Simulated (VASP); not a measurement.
# SiO2 (I4/mmm) in VASP: further runs, part 2 of 2

VASP 6.6.1. Earlier steps stand in the parts before.

**3. Relaxation of cell and atoms, PBE**

This run uses another cell than the first one, of 13.22 Å³/atom.

File INCAR:

```
PREC = Accurate
ENCUT = 600
EDIFF = 1E-6
ISMEAR = 0
SIGMA = 0.1
LREAL = False
LASPH = True
NELM = 80
ALGO = Normal
ISIF = 3
LWAVE = False
LCHARG = False
GGA = PE
IBRION = 2
NSW = 90
EDIFFG = -0.04
```

File KPOINTS:

```
Automatic mesh
0
Gamma
  8 8 8
```

File POSCAR:

```
SiO2
1.0
   -1.4499688650      1.4499688650      4.7177951357
    1.4499688650     -1.4499688650      4.7177951357
    1.4499688650      1.4499688650     -4.7177951357
Si O
1 2
Direct
    0.0000000000      0.0000000000      0.0000000000
    0.3400000000      0.3400000000      0.0000000000
    0.6600000000      0.6600000000      0.0000000000
```

Potentials or basis: VASP PAW PBE potentials, release 64 (Si, O).

On the command line:

```
cat potpaw_PBE.64/Si/POTCAR potpaw_PBE.64/O/POTCAR > POTCAR
mpirun -np 1 vasp_std > vasp.out
```

OUTCAR:

```text
PREC = Accurate
   ENCUT = 600
   EDIFF = 1E-6
   ISMEAR = 0
   LREAL = False
   LASPH = True
   NELM = 80
   ISIF = 3
   GGA = PE
   IBRION = 2
   NSW = 90
   EDIFFG = -0.04

 ion  position               nearest neighbor table
   1  0.000  0.000  0.000-   3 2.55   3 2.55   2 2.55   3 2.55   2 2.55   2 2.55   3 2.55   2 2.55

   2  0.340  0.340  0.000-   1 2.55   1 2.55   1 2.55   1 2.55
   3  0.660  0.660  0.000-   1 2.55   1 2.55   1 2.55   1 2.55

  LATTYP: Found a body centered tetragonal cell.
 ALAT       =     2.8999377300
 C/A-ratio  =     3.2537216830

  Lattice vectors:

 A1 = (  -1.4499688650,   1.4499688650,   4.7177951357)
 A2 = (   1.4499688650,  -1.4499688650,   4.7177951357)
 A3 = (   1.4499688650,   1.4499688650,  -4.7177951357)

Analysis of symmetry for initial positions (statically):
=====================================================================
 Subroutine PRICEL returns:
 Original cell was already a primitive cell.

 Routine SETGRP: Setting up the symmetry group for a
 body centered tetragonal supercell.

 Subroutine GETGRP returns: Found 16 space group operations
 (whereof 16 operations were pure point group operations)
 out of a pool of 16 trial point group operations.

The static configuration has the point symmetry D_4h.

Analysis of symmetry for dynamics (positions and initial velocities):
[... 170 lines left out ...]
 Fermi energy:         2.3356802210

 k-point     1 :       0.0000    0.0000    0.0000
  band No.  band energies     occupation
      1     -14.9410      2.00000
      2     -13.4665      2.00000
      3      -5.1590      2.00000
      4       1.1372      2.00000
      5       1.4778      2.00000
      6       1.5616      2.00000
      7       1.5616      2.00000
      8       1.9850      2.00000
      9       1.9850      2.00000
     10       6.6149      0.00000
     11       9.8769      0.00000
     12       9.8769      0.00000
[... 449 lines left out ...]
  FREE ENERGIE OF THE ION-ELECTRON SYSTEM (eV)
  ---------------------------------------------------
  free  energy   TOTEN  =       -16.8141763942 eV

  energy  without entropy=      -16.8106561688  energy(sigma->0) =      -16.81241628

[... ionic steps 4 to 19 ...]

--------------------------------------- Ionic step       20  -------------------------------------------

 number of electron      16.0000000 magnetization

------------------------ aborting loop because EDIFF is reached ----------------------------------------
[... 69 lines left out ...]
--------------------------------------- Ionic step       22  -------------------------------------------

 number of electron      16.0000000 magnetization

 Free energy of the ion-electron system (eV)
  ---------------------------------------------------
  ext. energy  EPLUGINS =         0.00000000
  ---------------------------------------------------
  free energy    TOTEN  =       -17.59629447 eV

  energy without entropy =      -17.59411124  energy(sigma->0) =      -17.59520285

 E-fermi :   4.8459     XC(G=0): -10.4644

 val. band max:        4.7471687501   @ k =   0.5000   0.3750   0.0000
 cond. band min:       4.8725751952   @ k =   0.5000   0.5000  -0.0000
 fundamental gap:      0.1254064451
 Fermi energy:         4.8459145696

 k-point     1 :       0.0000    0.0000    0.0000
  band No.  band energies     occupation
      1     -17.4338      2.00000
      2     -14.2153      2.00000
      3      -2.9773      2.00000
      4       2.3887      2.00000
      5       2.3887      2.00000
      6       3.4986      2.00000
      7       3.7110      2.00000
      8       3.7110      2.00000
      9       6.2327      0.00000
     10      11.1191      0.00000
     11      11.8943      0.00000
     12      15.3349      0.00000
[... 375 lines left out ...]
  FREE ENERGIE OF THE ION-ELECTRON SYSTEM (eV)
  ---------------------------------------------------
  free  energy   TOTEN  =       -17.5962944666 eV

  energy  without entropy=      -17.5941112410  energy(sigma->0) =      -17.59520285

 reached required accuracy - stopping structural energy minimisation
```

It took 24 min on 1 thread of Intel Xeon Platinum 8175M at 2.50GHz (Skylake/Cascade Lake), shared host; peak memory 0.3 GiB.

Results:

- Free energy: -17.5963 eV
- Relaxed volume: 10.25 Å³/atom
- Relaxed cell: a = 5.555 Å, b = 5.555 Å, c = 5.555 Å, α = 154.92°, β = 154.92°, γ = 35.76°
- Space group after relaxing (to 0.1 Å): I4/mmm (No. 139)
- Energy gained by relaxing: 1468.4 meV/atom
- Ionic steps: 22
- Pressure after relaxing: 0.2 GPa
- Band gap on the k mesh: 0.13 eV (least direct gap 0.48 eV)

Forces on the atoms (eV/Å):
```
Si   0.000  0.000  0.000
O    0.000  0.000 -0.003
O    0.000  0.000  0.003
```

Stress tensor (GPa, compression positive):
```
0.23 0.00 0.00
0.00 0.23 0.00
0.00 0.00 0.10
```

Step by step:
```tsv
step	energy change (eV)	largest force (eV/Å)	pressure (GPa)	volume (Å³)
1	0.0000	3.5907	-31.08	39.67
2	-3.5422	1.3807	-17.05	26.63
3	-3.6231	0.4109	-4.06	24.87
4	-3.6299	0.0116	-7.00	25.20
5	-3.9178	0.7662	21.69	22.49
6	-3.9375	0.5788	14.42	22.97
7	-4.1453	1.5110	5.08	24.44
8	-4.1652	1.8830	2.61	25.02
9	-4.3054	0.7109	0.45	26.10
10	-4.3378	0.1498	-0.23	26.86
11	-4.3381	0.2897	-0.31	26.98
12	-4.3679	0.1105	-0.11	27.55
13	-4.3932	0.1922	1.08	28.61
14	-4.3944	0.2583	1.40	28.83
15	-4.4021	0.0697	0.59	29.67
16	-4.4024	0.1365	0.46	29.84
17	-4.4045	0.0383	-0.75	30.56
18	-4.4045	0.0477	-0.81	30.60
19	-4.4051	0.0647	0.02	30.74
20	-4.4051	0.0635	-0.01	30.74
21	-4.4051	0.0824	0.46	30.79
22	-4.4053	0.0027	0.18	30.76
```

Final structure:
```
Si O
1.0
    -1.20612    1.20612    5.28651
     1.20612   -1.20612    5.28651
     1.20612    1.20612   -5.28651
Si O
1 2
Cartesian
  0.0000 0.0000 0.0000
  0.0000 0.0000 4.1981
  0.0000 0.0000 6.3749
```

Caveat: the volume moved by over 15 % at a fixed basis, so the end points are rough; semilocal functionals underestimate gaps, and a narrow one can read as zero.
